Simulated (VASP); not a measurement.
Wanted: the native input for a VASP 6.6.1 run.

```yaml
Task: relaxation of cell and atoms
Functional: PBE
Potentials_or_basis: VASP PAW PBE potentials, release 64 (Nb_sv, N)
Cutoff: 600 eV
k_mesh: 12 × 12 × 4
Occupations: gaussian, width 0.1 eV
Spin: no spin polarisation
Dipole_correction: no
Further_INCAR_settings: ALGO = Normal; EDIFF = 1e-07; IBRION = 2; EDIFFG = -0.01; NSW = 100; ISIF = 3
```

The structure of Nb5N lies in POSCAR:

```
Nb5N
1.0
    3.1345783441      0.0000000000      0.0000000000
   -1.5672891720      2.7146244761      0.0000000000
    0.0000000000      0.0000000000     11.4519323208
Nb N
5 1
Direct
    0.3333333333      0.6666666667      0.1056545554
    0.6666666667      0.3333333333      0.8943454446
    0.6666666667      0.3333333333      0.3140309349
    0.3333333333      0.6666666667      0.6859690651
    0.0000000000      0.0000000000      0.5000000000
    0.0000000000      0.0000000000      0.0000000000
```

The input as run:

INCAR

```
SYSTEM = Nb5N
ALGO = Normal ; EDIFF = 1E-7
EDIFFG = -0.01 ; ENCUT = 600
GGA = PE ; IBRION = 2
ISIF = 3 ; ISMEAR = 0
LASPH = .TRUE. ; LCHARG = .FALSE.
LREAL = .FALSE. ; LWAVE = .FALSE.
NELM = 60 ; NSW = 100
PREC = Accurate ; SIGMA = 0.1
```

KPOINTS

```
k-points
0
G
  12 12 4
  0 0 0
```

Potentials or basis: VASP PAW PBE potentials, release 64 (Nb_sv, N).

Command:

```bash
$ cat potpaw_PBE.64/Nb_sv/POTCAR potpaw_PBE.64/N/POTCAR > POTCAR
$ mpirun -np 1 vasp_std > vasp.out
```

It gave:

```yaml
Relaxed_volume: 16.20 Å³/atom
Relaxed_cell: a = 3.134 Å, b = 3.134 Å, c = 11.428 Å, α = 90.00°, β = 90.00°, γ = 120.00°
Space_group_after_relaxing_to_0.1_Å: P-3m1 (No. 164)
Energy_gained_by_relaxing: 0.2 meV/atom
Ionic_steps: 6
Pressure_after_relaxing: 0.0 GPa
Largest_force_after_relaxing: 0.009 eV/Å
Band_gap_on_the_k_mesh: zero (bands 35 and 36 overlap by 0.65 eV)
```

Run time: 14 min on 1 thread of Intel(R) Xeon(R) 6975P-C (Granite Rapids), on a shared host, peak memory 0.45 GiB.
